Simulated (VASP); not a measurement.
Set up this calculation in VASP 6.6.1, as the native input.

| Property | Result |
| --- | --- |
| Task | single point |
| Functional | PBE |
| Potentials or basis | VASP PAW PBE potentials, release 64 (B, As) |
| Cutoff | 520 eV |
| k mesh | 10 × 10 × 10 |
| Occupations | gaussian, width 0.05 eV |
| Spin | no spin polarisation |
| Dipole correction | no |
| Further INCAR settings | ALGO = Normal; EDIFF = 1e-07; NBANDS = 11 |

The structure of BAs lies in POSCAR:

```
BAs
1.0
    0.0000000000      2.3885000000      2.4840400000
    2.3885000000      0.0000000000      2.4840400000
    2.3885000000      2.3885000000      0.0000000000
B As
1 1
Direct
    0.0000000000      0.0000000000      0.0000000000
    0.7500000000      0.7500000000      0.7500000000
```

This cell differs from its parent crystal: strain +0.000 along x and y, +0.040 along z.

These files were run (other wordings do the same):

INCAR

```
SYSTEM = BAs
  PREC = Accurate
  ENCUT = 520
  EDIFF = 1E-7
  ISMEAR = 0
  SIGMA = 0.05
  LREAL = .FALSE.
  LASPH = .TRUE.
  NELM = 80
  ALGO = Normal
  ISIF = 2
  LWAVE = .FALSE.
  LCHARG = .FALSE.
  GGA = PE
  NBANDS = 11
```

KPOINTS

```
regular mesh
0
G
  10 10 10
  0 0 0
```

Potentials or basis: VASP PAW PBE potentials, release 64 (B, As).

The run is started by

```bash
$ cat potpaw_PBE.64/B/POTCAR potpaw_PBE.64/As/POTCAR > POTCAR
$ mpirun -np 1 vasp_std > vasp.out
```

It gave:

| Quantity | Value |
| --- | --- |
| Pressure | -1.9 GPa |
| Band gap on the k mesh | 0.93 eV, indirect (least direct gap 3.02 eV) |

Caveat: the cell differs from its parent crystal (strain +0.000 along x and y, +0.040 along z).

Run time: 51 s on 1 thread of Intel Xeon 8259CL, with other jobs on the host, peak memory 0.18 GiB.
